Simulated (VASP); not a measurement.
Set up this calculation in VASP 6.6.1, as the native input.

```yaml
Task: relaxation of cell and atoms
Functional: PBE
Potentials_or_basis: VASP PAW PBE potentials, release 64 (Ti_sv, Cl)
Cutoff: 600 eV
k_mesh: 16 × 16 × 8
Occupations: gaussian, width 0.1 eV
Spin: no spin polarisation
Dipole_correction: no
Further_INCAR_settings: ALGO = Fast; EDIFF = 1e-06; IBRION = 2; EDIFFG = -0.01; NSW = 100; ISIF = 3
```

The structure of Ti2Cl lies in POSCAR:

```
Ti2Cl
1.0
    2.9862076721      0.0000000000      0.0000000000
    0.0000000000      2.9862076721      0.0000000000
    0.0000000000      0.0000000000      5.6086489505
Ti Cl
2 1
Direct
    0.5000000000      0.5000000000      0.2731682602
    0.5000000000      0.5000000000      0.7268317398
    0.0000000000      0.0000000000      0.0000000000
```

The cell was generated, and may not be a known phase.

One way to write it, as run:

INCAR

```
SYSTEM = Ti2Cl
  PREC = Accurate
  ENCUT = 600
  EDIFF = 1E-6
  ISMEAR = 0
  SIGMA = 0.1
  LREAL = .False.
  LASPH = .True.
  NELM = 100
  ALGO = Fast
  ISIF = 3
  LWAVE = .False.
  LCHARG = .False.
  GGA = PE
  IBRION = 2
  NSW = 100
  EDIFFG = -0.01
```

KPOINTS

```
regular mesh
0
Gamma
  16 16 8
  0 0 0
```

Potentials or basis: VASP PAW PBE potentials, release 64 (Ti_sv, Cl).

Command:

```sh
$ cat potpaw_PBE.64/Ti_sv/POTCAR potpaw_PBE.64/Cl/POTCAR > POTCAR
$ mpirun -np 1 vasp_std > vasp.out
```

Results of the run:

```
Relaxed volume                        : 16.76 Å³/atom
Relaxed cell                          : a = 3.001 Å, b = 3.001 Å, c = 5.581 Å, α = 90.00°, β = 90.00°, γ = 90.00°
Space group after relaxing (to 0.1 Å) : P4/mmm (No. 123)
Energy gained by relaxing             : 1.4 meV/atom
Ionic steps                           : 5
Pressure after relaxing               : 0.0 GPa
Band gap on the k mesh                : zero (an odd number of electrons rules out a gap without spin polarisation)
```

Caveat: an odd number of electrons without spin polarisation forces a metal; a magnetic or distorted state may lie lower.

It took 26 min on 1 thread of Oxide Virtual Turin-like Processor (shared host), peak memory 0.33 GiB.
